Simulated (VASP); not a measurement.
Runs of VASP 6.6.1 on SiW (CsCl type). The structure is that of space group Pm-3m (No. 221), or close to it. The cells are those of the table. 

```tsv
task	cell	k mesh for the DOS	occupations for the DOS	gap on the mesh (eV)	pressure (GPa)
single point	a = 2.610 Å, 2 atoms	-	-	none	271.7
single point	a = 2.469 Å, 2 atoms	-	-	none	522.9
single point	a = 2.962 Å, 2 atoms	-	-	none	16.1
single point	a = 2.738 Å, 2 atoms	-	-	none	(a)
```

Alike in all rows: level LDA; potentials or basis VASP PAW LDA potentials, release 64 (W_sv, Si); no spin polarisation; k mesh 13 × 13 × 13; cutoff (eV) 520; smearing fermi-dirac 0.05 eV.

**Question.** Estimate the missing entries.

**Answer.** (a) 137.0.

Caveats: spin-orbit coupling is left out, which moves the levels of the heavy elements.

A k mesh can miss the band edges, and the runs leave out spin-orbit coupling on W.

A gap of «none» marks levels without a gap at the run's occupations.
